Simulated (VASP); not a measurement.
# HfC (I4/mmm) in VASP: a series of runs

The runs below take HfC through electric field gradients, with PBEsol.

Program: VASP 6.6.1. These are calculated values, not measurements. Logs are shortened: lines on timing, memory, paths and dates and some standing lists are left out, and cuts for length are marked.

**1. The cell of the first run**

The structure is tetragonal, space group I4/mmm (No. 139). The conventional cell has a = 3.288 Å, b = 3.288 Å, c = 4.697 Å, α = 90.00°, β = 90.00°, γ = 90.00°. Within 3.1 Å of Hf (site symmetry 4/mmm) lie 6 C at 2.33 to 2.35 Å. C (site symmetry 4/mmm) has 6 Hf at 2.33 to 2.35 Å within 3.1 Å.

**2. Electric field gradients, PBEsol (zz strain of +1 %)**

File INCAR:

```
PREC = Accurate ; ENCUT = 520
EDIFF = 1E-8 ; ISMEAR = -1
SIGMA = 0.05 ; LREAL = False
LASPH = True ; NELM = 80
ALGO = Normal ; ISIF = 2
LWAVE = False ; LCHARG = False
GGA = PS ; LEFG = True
NBANDS = 14
```

File KPOINTS:

```
Automatic mesh
0
Gamma
  15 15 15
```

File POSCAR:

```
HfC
1.0
    0.0000000000      2.3250000000      2.3482500000
    2.3250000000      0.0000000000      2.3482500000
    2.3250000000      2.3250000000      0.0000000000
Hf C
1 1
Direct
    0.5000000000      0.5000000000      0.5000000000
    0.0000000000      0.0000000000      0.0000000000
```

Potentials or basis: VASP PAW PBE potentials, release 64 (Hf_pv, C).

Command:

```sh
> cat potpaw_PBE.64/Hf_pv/POTCAR potpaw_PBE.64/C/POTCAR > POTCAR
> mpirun -np 1 vasp_std > vasp.out
```

OUTCAR:

```text
PREC = Accurate
   ENCUT = 520
   EDIFF = 1E-8
   ISMEAR = -1
   LREAL = False
   LASPH = True
   NELM = 80
   ISIF = 2
   GGA = PS

 ion  position               nearest neighbor table
   1  0.500  0.500  0.500-   2 2.33   2 2.33   2 2.33   2 2.33   2 2.35   2 2.35
   2  0.000  0.000  0.000-   1 2.33   1 2.33   1 2.33   1 2.33   1 2.35   1 2.35

  LATTYP: Found a body centered tetragonal cell.
 ALAT       =     3.2880465325
 C/A-ratio  =     1.4283556980

  Lattice vectors:

 A1 = (  -2.3250000000,   0.0000000000,   2.3482500000)
 A2 = (   2.3250000000,   0.0000000000,   2.3482500000)
 A3 = (   0.0000000000,   2.3250000000,  -2.3482500000)

Analysis of symmetry for initial positions (statically):
=====================================================================
 Subroutine PRICEL returns:
 Original cell was already a primitive cell.

 Routine SETGRP: Setting up the symmetry group for a
 body centered tetragonal supercell.

 Subroutine GETGRP returns: Found 16 space group operations
 (whereof 16 operations were pure point group operations)
 out of a pool of 16 trial point group operations.

The static configuration has the point symmetry D_4h.

Analysis of symmetry for dynamics (positions and initial velocities):
=====================================================================
 Subroutine PRICEL returns:
 Original cell was already a primitive cell.

 Routine SETGRP: Setting up the symmetry group for a
 body centered tetragonal supercell.

 Subroutine GETGRP returns: Found 16 space group operations
 (whereof 16 operations were pure point group operations)
 out of a pool of 16 trial point group operations.

The dynamic configuration has the point symmetry D_4h.

 Subroutine INISYM returns: Found 16 space group operations
 (whereof 16 operations are pure point group operations),
 and found     1 'primitive' translations

----------------------------------------------------------------------------------------

                                     Primitive cell

  volume of cell :      25.3875

  direct lattice vectors                    reciprocal lattice vectors
     0.000000000  2.325000000  2.348250000    -0.215053763  0.215053763  0.212924518
     2.325000000  0.000000000  2.348250000     0.215053763 -0.215053763  0.212924518
     2.325000000  2.325000000  0.000000000     0.215053763  0.215053763 -0.212924518

  length of vectors
     3.304527661  3.304527661  3.288046533     0.371258795  0.371258795  0.371258795

  position of ions in fractional coordinates (direct lattice)
     0.500000000  0.500000000  0.500000000
     0.000000000  0.000000000  0.000000000

  ion indices of the primitive-cell ions
   primitive index   ion index
                 1           1
                 2           2

----------------------------------------------------------------------------------------

 KPOINTS: Automatic mesh

Automatic generation of k-mesh.
 Grid dimensions read from file:
 generate k-points for:   15   15   15

 Generating k-lattice:

  Cartesian coordinates                     Fractional coordinates (reciprocal lattice)
    -0.014336918  0.014336918  0.014194968     0.066666667  0.000000000  0.000000000
     0.014336918 -0.014336918  0.014194968     0.000000000  0.066666667  0.000000000
     0.014336918  0.014336918 -0.014194968     0.000000000  0.000000000  0.066666667

  Length of vectors
     0.024750586  0.024750586  0.024750586

  Shift w.r.t. Gamma in fractional coordinates (k-lattice)
     0.000000000  0.000000000  0.000000000

 Subroutine IBZKPT returns following result:
 ===========================================

 Found    288 irreducible k-points:

 Following reciprocal coordinates:
            Coordinates               Weight
  0.000000  0.000000  0.000000      1.000000
[... 33 lines left out ...]
   PREC   = accura    normal or accurate (medium, high low for compatibility)
   ISTART =      0    job   : 0-new  1-cont  2-samecut
   ICHARG =      2    charge: 1-file 2-atom 10-const
   ISPIN  =      1    spin polarized calculation?
   LNONCOLLINEAR =      F non collinear calculations
   LSORBIT =      F    spin-orbit coupling
   LASPH  =      T    aspherical Exc in radial PAW
   ENCUT  =  520.0 eV  38.22 Ry    6.18 a.u.   6.14  6.14  6.11*2*pi/ulx,y,z
   NELM   =     80;   NELMIN=  2; NELMDL= -5     # of ELM steps
   EDIFF  = 0.1E-07   stopping-criterion for ELM
   LREAL  =      F    real-space projection
   EDIFFG = 0.1E-06   stopping-criterion for IOM
   NSW    =      0    number of steps for IOM
   IBRION =     -1    ionic relax: 0-MD 1-quasi-New 2-CG
   NFREE  =      0    steps in history (QN), initial steepest desc. (CG)
   ISIF   =      2    stress and relaxation
   ISYM   =      2    0-nonsym 1-usesym 2-fastsym
   POTIM  = 0.5000    time-step for ionic-motion
   TEBEG  =    0.0;   TEEND  =   0.0 temperature during run
   PSTRESS=    0.0 pullay stress
   NELECT =      14.0000    total number of electrons
   NUPDOWN=      -1.0000    fix difference up-down
   EMIN   =  10.00;   EMAX   =-10.00  energy-range for DOS
   EFERMI =   0.00;   METHOD = LEGACY
   ISMEAR =    -1;   SIGMA  =   0.05  broadening in eV -4-tet -1-fermi 0-gaus
   EFERMI_NEDOS =   21; number of points for ismear=-14 and -15
   IALGO  =     38    algorithm
   IMIX   =      4    mixing-type and parameters
     AMIX     =   0.40;   BMIX     =  1.00
     AMIX_MAG =   1.60;   BMIX_MAG =  1.00
  volume/ion in A,a.u.               =      12.69        85.66
  Fermi-wavevector in a.u.,A,eV,Ry     =   1.342489  2.536937 24.521466  1.802277
  Thomas-Fermi vector in A             =   2.470639
   LORBIT       =      0    0 simple, 1 ext, 2 COOP (PROOUT), +10 PAW based schemes
   GGA     = PS    functional components
   LHFCALC =     F    Hartree Fock is set to
   AEXX    =    0.0000 exact exchange contribution
   IVDW    =     0    specifies the selected vdW correction
   LEPSILON=     F    determine dielectric tensor
   LRPA    =     F    only Hartree local field effects (RPA)
 non-spin polarized calculation
  energy-cutoff  :      520.00
  volume of cell :       25.39
 maximum number of plane-waves:       696
 NGX is ok and might be reduce to    28
   NGX = 13   NGY = 13   NGZ = 13

 number of electron      14.0000000 magnetization

 Free energy of the ion-electron system (eV)
  ---------------------------------------------------
  ext. energy  EPLUGINS =         0.00000000
  ---------------------------------------------------
  free energy    TOTEN  =       -22.16579473 eV

  energy without entropy =      -22.16268342  energy(sigma->0) =      -22.16423908

 E-fermi :   5.6972     XC(G=0): -12.3715

 val. band max:        5.6918377942   @ k =  -0.0667  -0.0000   0.0667
 cond. band min:       5.7059847521   @ k =   0.4667   0.0000   0.4000
 fundamental gap:      0.0141469579
 Fermi energy:         5.6972303098

 k-point     1 :       0.0000    0.0000    0.0000
  band No.  band energies     occupation
      1     -23.8271      2.00000
      2     -23.8141      2.00000
      3     -23.8141      2.00000
      4      -6.5085      2.00000
      5       6.7192      0.00000
      6       6.7675      0.00000
      7       6.7675      0.00000
      8       7.0026      0.00000
      9       7.1074      0.00000
     10       7.1074      0.00000
     11       8.9885      0.00000
     12       9.1285      0.00000
     13      12.4533      0.00000
     14      16.6467      0.00000
[... 377 lines left out ...]
      1     -24.0092      2.00000
      2     -23.8685      2.00000
      3     -23.8649      2.00000
      4      -5.6349      2.00000
      5       3.2787      2.00000
      6       5.0607      1.99999
      7       5.3565      1.99781
      8       6.4537      0.00000
      9       9.1600      0.00000
     10       9.4374      0.00000
     11      10.2443      0.00000
     12      11.9777      0.00000
     13      14.8979      0.00000
     14      19.0504      0.00000

 [... further k-points ...]

------------------------ aborting loop because EDIFF is reached ----------------------------------------

  FORCE on cell =-STRESS in cart. coord.  units (eV):
  Direction    XX          YY          ZZ          XY          YZ          ZX
  --------------------------------------------------------------------------------------
  -------------------------------------------------------------------------------------
  Total       -1.2621503     -1.2621503     -1.8257693      0.0000000     -0.0000000     -0.0000000
  in kB      -79.6528683    -79.6528683   -115.2222214      0.0000000     -0.0000000     -0.0000000
  external PRESSURE =     -91.5093193 kB  Pullay stress =       0.0000000 kB

 VOLUME and BASIS-vectors are now :
 -----------------------------------------------------------------------------
  energy-cutoff  :      520.00
  volume of cell :       25.39
      direct lattice vectors                 reciprocal lattice vectors
     0.000000000  2.325000000  2.348250000    -0.215053763  0.215053763  0.212924518
     2.325000000  0.000000000  2.348250000     0.215053763 -0.215053763  0.212924518
     2.325000000  2.325000000  0.000000000     0.215053763  0.215053763 -0.212924518

 POSITION                                       TOTAL-FORCE (eV/Angst)
 -----------------------------------------------------------------------------------
      2.32500      2.32500      2.34825         0.000000      0.000000      0.000000
      0.00000      0.00000      0.00000        -0.000000     -0.000000     -0.000000
 -----------------------------------------------------------------------------------
    total drift:                                0.000000      0.000000      0.000000

  FREE ENERGIE OF THE ION-ELECTRON SYSTEM (eV)
  ---------------------------------------------------
  free  energy   TOTEN  =       -22.1657947287 eV

  energy  without entropy=      -22.1626834231  energy(sigma->0) =      -22.16423908

 Electric field gradients (V/A^2)
---------------------------------------------------------------------
 ion       V_xx      V_yy      V_zz      V_xy      V_xz      V_yz
---------------------------------------------------------------------
   1     -15.443   -15.443    30.886     0.001    -0.000    -0.000
   2      -0.677    -0.677     1.354    -0.000    -0.000    -0.000
---------------------------------------------------------------------

 Electric field gradients after diagonalization (V/A^2)
 (convention: |V_zz| > |V_xx| > |V_yy|)
----------------------------------------------------------------------
 ion       V_xx      V_yy      V_zz     asymmetry (V_yy - V_xx)/ V_zz
----------------------------------------------------------------------
   1     -15.444   -15.442    30.886       0.000
   2      -0.677    -0.677     1.354       0.000
----------------------------------------------------------------------

           NMR quadrupolar parameters

 Cq : quadrupolar parameter    Cq=e*Q*V_zz/h
 eta: asymmetry parameters     (V_yy - V_xx)/ V_zz
 Q  : nuclear electric quadrupole moment in mb (millibarn)
----------------------------------------------------------------------
 ion       Cq(MHz)       eta       Q (mb)
----------------------------------------------------------------------
   1       0.075       0.000       1.000
   2       0.003       0.000       1.000
----------------------------------------------------------------------
```

It took 2.2 min on 1 thread of Intel Xeon Platinum 8259CL at 2.50GHz (Skylake/Cascade Lake), shared host; peak memory 0.23 GiB.

What came out:

```
Free energy                             : -22.1658 eV
Pressure                                : -9.2 GPa
Band gap on the k mesh                  : zero (bands 7 and 8 overlap by 1.47 eV)
Largest electric field gradient by atom : Hf +30.9; C +1.4 V/Å²
```

Stress tensor (GPa, compression positive):
```
 -7.97   0.00   0.00
  0.00  -7.97   0.00
  0.00   0.00 -11.52
```

Electric field gradients, principal values (V/Å²):
```
atom    least   middle  greatest (by size)
1 Hf  -15.442  -15.444              30.886
 2 C   -0.677   -0.677               1.354
```

Caveat: the cell differs from its parent crystal (zz strain of +1 %); the cell stands under tension; without QUAD_EFG the Cq values of the log hold for a quadrupole moment of 1 mb, not for the nuclei; the PAW data sets were made with another functional, which shifts forces and pressure a little; spin-orbit coupling is left out, which moves the levels of the heavy elements.

**3. Electric field gradients, PBEsol (zz strain of +3 %)**

File INCAR:

```
PREC = Accurate ; ENCUT = 520
EDIFF = 1E-8 ; ISMEAR = -1
SIGMA = 0.05 ; LREAL = F
LASPH = T ; NELM = 100
ALGO = Normal ; ISIF = 2
LWAVE = F ; LCHARG = F
GGA = PS ; LEFG = T
NBANDS = 14
```

KPOINTS is that of step 2.

File POSCAR:

```
HfC
1.0
    0.0000000000      2.3250000000      2.3947500000
    2.3250000000      0.0000000000      2.3947500000
    2.3250000000      2.3250000000      0.0000000000
Hf C
1 1
Direct
    0.5000000000      0.5000000000      0.5000000000
    0.0000000000      0.0000000000      0.0000000000
```

Potentials or basis: VASP PAW PBE potentials, release 64 (Hf_pv, C).

Command:

```sh
> cat potpaw_PBE.64/Hf_pv/POTCAR potpaw_PBE.64/C/POTCAR > POTCAR
> mpirun -np 1 vasp_std > vasp.out
```

OUTCAR:

```text
PREC = Accurate
   ENCUT = 520
   EDIFF = 1E-8
   ISMEAR = -1
   LREAL = F
   LASPH = T
   NELM = 100
   ISIF = 2
   GGA = PS

 ion  position               nearest neighbor table
   1  0.500  0.500  0.500-   2 2.33   2 2.33   2 2.33   2 2.33   2 2.39   2 2.39
   2  0.000  0.000  0.000-   1 2.33   1 2.33   1 2.33   1 2.33   1 2.39   1 2.39

  LATTYP: Found a body centered tetragonal cell.
 ALAT       =     3.2880465325
 C/A-ratio  =     1.4566399692

  Lattice vectors:

 A1 = (  -2.3250000000,   0.0000000000,   2.3947500000)
 A2 = (   2.3250000000,   0.0000000000,   2.3947500000)
 A3 = (   0.0000000000,   2.3250000000,  -2.3947500000)

Analysis of symmetry for initial positions (statically):
[... 601 lines left out ...]
 -----------------------------------------------------------------------------
  energy-cutoff  :      520.00
  volume of cell :       25.89
      direct lattice vectors                 reciprocal lattice vectors
     0.000000000  2.325000000  2.394750000    -0.215053763  0.215053763  0.208790062
     2.325000000  0.000000000  2.394750000     0.215053763 -0.215053763  0.208790062
     2.325000000  2.325000000  0.000000000     0.215053763  0.215053763 -0.208790062

 POSITION                                       TOTAL-FORCE (eV/Angst)
 -----------------------------------------------------------------------------------
      2.32500      2.32500      2.39475         0.000000     -0.000000      0.000000
      0.00000      0.00000      0.00000        -0.000000      0.000000      0.000000
 -----------------------------------------------------------------------------------
    total drift:                                0.000000      0.000000      0.000000

  FREE ENERGIE OF THE ION-ELECTRON SYSTEM (eV)
  ---------------------------------------------------
  free  energy   TOTEN  =       -22.1172887826 eV

  energy  without entropy=      -22.1146524816  energy(sigma->0) =      -22.11597063

 Electric field gradients (V/A^2)
---------------------------------------------------------------------
 ion       V_xx      V_yy      V_zz      V_xy      V_xz      V_yz
---------------------------------------------------------------------
   1     -45.535   -45.535    91.071     0.001    -0.000    -0.000
   2      -2.179    -2.179     4.358    -0.000    -0.000    -0.000
---------------------------------------------------------------------

 Electric field gradients after diagonalization (V/A^2)
 (convention: |V_zz| > |V_xx| > |V_yy|)
----------------------------------------------------------------------
 ion       V_xx      V_yy      V_zz     asymmetry (V_yy - V_xx)/ V_zz
----------------------------------------------------------------------
   1     -45.536   -45.535    91.071       0.000
   2      -2.180    -2.179     4.358       0.000
----------------------------------------------------------------------

           NMR quadrupolar parameters

 Cq : quadrupolar parameter    Cq=e*Q*V_zz/h
 eta: asymmetry parameters     (V_yy - V_xx)/ V_zz
 Q  : nuclear electric quadrupole moment in mb (millibarn)
----------------------------------------------------------------------
 ion       Cq(MHz)       eta       Q (mb)
----------------------------------------------------------------------
   1       0.220       0.000       1.000
   2       0.011       0.000       1.000
----------------------------------------------------------------------
```

OSZICAR:

```text
N       E                     dE             d eps       ncg     rms          rms(c)
DAV:   1     0.227954499757E+02    0.22795E+02   -0.77708E+03  8080   0.982E+02
DAV:   2    -0.234353003818E+02   -0.46231E+02   -0.43247E+02 10594   0.201E+02
DAV:   3    -0.250527592141E+02   -0.16175E+01   -0.16117E+01  9618   0.271E+01
DAV:   4    -0.250604263220E+02   -0.76671E-02   -0.76665E-02  9518   0.230E+00
DAV:   5    -0.250604758659E+02   -0.49544E-04   -0.49544E-04  9676   0.168E-01    0.552E+01
DAV:   6    -0.222169282409E+02    0.28435E+01   -0.10953E+01  8988   0.172E+01    0.394E+01
DAV:   7    -0.221400446121E+02    0.76884E-01   -0.55225E-01 10122   0.508E+00    0.238E+01
DAV:   8    -0.221246788073E+02    0.15366E-01   -0.87123E-02  9498   0.225E+00    0.605E+00
DAV:   9    -0.221176394133E+02    0.70394E-02   -0.23912E-02  9132   0.922E-01    0.216E+00
DAV:  10    -0.221172965543E+02    0.34286E-03   -0.15429E-03 10390   0.285E-01    0.595E-02
DAV:  11    -0.221172890949E+02    0.74594E-05   -0.90444E-05  9258   0.792E-02    0.411E-02
DAV:  12    -0.221172889365E+02    0.15842E-06   -0.27098E-06 10368   0.132E-02    0.832E-03
DAV:  13    -0.221172887999E+02    0.13659E-06   -0.23804E-07  9316   0.305E-03    0.157E-03
DAV:  14    -0.221172887681E+02    0.31788E-07   -0.30876E-08 10182   0.134E-03    0.569E-04
DAV:  15    -0.221172887792E+02   -0.11103E-07   -0.25992E-09  5952   0.431E-04    0.910E-05
DAV:  16    -0.221172887826E+02   -0.34040E-08   -0.36188E-10  5196   0.158E-04
   1 F= -.22117289E+02 E0= -.22115971E+02  d E =-.263630E-02
```

stdout:

```text
POSCAR found type information on POSCAR HfC
 POSCAR found :  2 types and       2 ions
 scaLAPACK will be used
 -----------------------------------------------------------------------------
|                                                                             |
|                                                                             |
|     You enforced a specific xc type in the INCAR file but a different       |
|     I HOPE YOU KNOW WHAT YOU ARE DOING!                                     |
|                                                                             |
 -----------------------------------------------------------------------------

 LDA part: xc-table for (Slater+PW92), standard interpolation
 POSCAR, INCAR and KPOINTS ok, starting setup
 FFT: planning ... GRIDC
 FFT: planning ... GRID_SOFT
 FFT: planning ... GRID
 WAVECAR not read
 entering main loop
ion   1

ion   2
```

It took 2.2 min on 1 thread of Intel Xeon Platinum 8259CL at 2.50GHz (Skylake/Cascade Lake), shared host; peak memory 0.24 GiB.

What came out:

```
Free energy                             : -22.1173 eV
Pressure                                : -12.9 GPa
Band gap on the k mesh                  : zero (bands 7 and 8 overlap by 1.52 eV)
Largest electric field gradient by atom : Hf +91.1; C +4.4 V/Å²
```

Stress tensor (GPa, compression positive):
```
 -9.74   0.00   0.00
  0.00  -9.74   0.00
  0.00   0.00 -19.20
```

Electric field gradients, principal values (V/Å²):
| atom | least | middle | greatest (by size) |
| --- | --- | --- | --- |
| 1 Hf | -45.535 | -45.536 | 91.071 |
| 2 C | -2.179 | -2.180 | 4.358 |

Caveat: the cell differs from its parent crystal (zz strain of +3 %); the stress differs along the axes, from -19 to -10 GPa; without QUAD_EFG the Cq values of the log hold for a quadrupole moment of 1 mb, not for the nuclei; the PAW data sets were made with another functional, which shifts forces and pressure a little; spin-orbit coupling is left out, which moves the levels of the heavy elements.

The gap in the log of VASP goes by the Fermi energy; the results here count the filled bands.